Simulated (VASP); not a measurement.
A run of VASP 6.6.1:

The input INCAR:

```
SYSTEM = Ti13Be3
PREC = Accurate ; ENCUT = 400
EDIFF = 1E-6 ; ISMEAR = -1
SIGMA = 0.0931 ; LREAL = Auto
LASPH = .True. ; NELM = 120
ALGO = Normal ; ISIF = 2
LWAVE = .False. ; LCHARG = .False.
GGA = PE ; NBANDS = 95
ISYM = -1 ; GGA_COMPAT = .False.
```

Contents of KPOINTS:

```
explicit points
1
Reciprocal
  0.25000000   0.25000000   0.25000000 1
```

The input POSCAR:

```
Ti13Be3
1.0
    6.1453290000      0.1157260000     -0.0247540000
    0.1157260000      6.2830310000     -0.1349560000
   -0.0247540000     -0.1349560000      6.3427070000
Ti Be
13 3
Direct
    0.3262851621      0.1558761275      0.1242865675
    0.5388294597      1.0134735761      0.8434413767
    0.3198999184      0.2372660441      0.5519550688
    0.5932220232      0.9007164921      0.2952581150
    0.8767110612      0.7493913220      0.0404366717
    0.3387415986      0.7410835935      0.5955081777
    0.5942353174      0.4918103183      0.3213932875
    0.8754146508      0.1702310599      0.0871859156
    0.0858344464      0.4804332279      0.2957715204
    0.5964753470      0.4973103095      0.8191395505
    0.1257943236      0.4803431391      0.8344386870
    0.8809777819      0.2351643143      0.5461314166
    0.8274129424      0.7426026828      0.6101312054
    0.3044332442      0.7504387852      0.0600195086
    0.0974433451      1.0321470586      0.7959386349
    0.0773072531      0.8747226217      0.3209846726
```

Potentials or basis: VASP PAW PBE potentials, release 64 (Ti_sv, Be).

Launch:

```bash
$ cat potpaw_PBE.64/Ti_sv/POTCAR potpaw_PBE.64/Be/POTCAR > POTCAR
$ mpirun -np 1 vasp_std > vasp.out
```

Hardware: 1 thread of Intel(R) Xeon(R) 6975P-C (Granite Rapids), on a shared host.

Question: How long does it take, and how much memory?

Answer: It took 39 s on 1 thread of Intel(R) Xeon(R) 6975P-C (Granite Rapids), with other jobs on the host, peak memory 0.24 GiB. Counts: scf iterations 22, k points 1.
